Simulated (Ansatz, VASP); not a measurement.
## MnO: VASP and Ansatz over several settings

```
Mn O
1.0
     0.00000    2.25317    2.25317
     2.25317    0.00000    2.25317
     2.25317    2.25317    0.00000
Mn O
1 1
Direct
  0.00000 0.00000 0.00000
  0.50000 0.50000 0.50000
```

Single points on this cell with VASP 6.6.1 and Ansatz 0.2.0. Each row is one pair of runs. Alike in all rows: spin: collinear, typed start; k mesh: 10 × 10 × 10; smearing: fermi-dirac, width 0.05 eV.

| level | VASP's potentials, cutoff | Ansatz's potentials, cutoff | gap on the k mesh at the Fermi level (eV), VASP | gap on the k mesh at the Fermi level (eV), Ansatz | pressure (GPa), VASP | pressure (GPa), Ansatz | net moment per atom (μB), VASP | net moment per atom (μB), Ansatz |
| --- | --- | --- | --- | --- | --- | --- | --- | --- |
| LDA | VASP PAW LDA potentials, release 64 (Mn_pv, O), 520 eV | Ansatz PAW, 420 eV | none | none | -19.9 | -18.5 | 2.33 | 2.37 |
| r2SCAN | VASP PAW PBE potentials, release 64 (Mn_pv, O), 520 eV | Ansatz PAW, 500 eV | none | none | -5.6 | -5.8 | 2.50 | 2.50 |
| PBEsol+D4 | VASP PAW PBE potentials, release 64 (Mn_pv, O), 520 eV | Ansatz PAW, 420 eV | none | none | -12.9 | -13.1 | 2.41 | 2.41 |
| revPBE | VASP PAW PBE potentials, release 64 (Mn_pv, O), 520 eV | Ansatz PAW, 420 eV | none | none | -0.1 | -0.2 | 2.45 | 2.45 |

Pressure (GPa): the two programs differ by at most 1.42; net moment per atom (μB): the two programs differ by at most 0.044.

VASP's potentials hold 19 valence electrons a cell and Ansatz's 21, so a difference there can come from the potentials and not from the codes.

A gap of «none» marks a metal or a gap that the smearing closes.

Noted on Ansatz's runs: the magnetic or orbital state may not be the lowest.
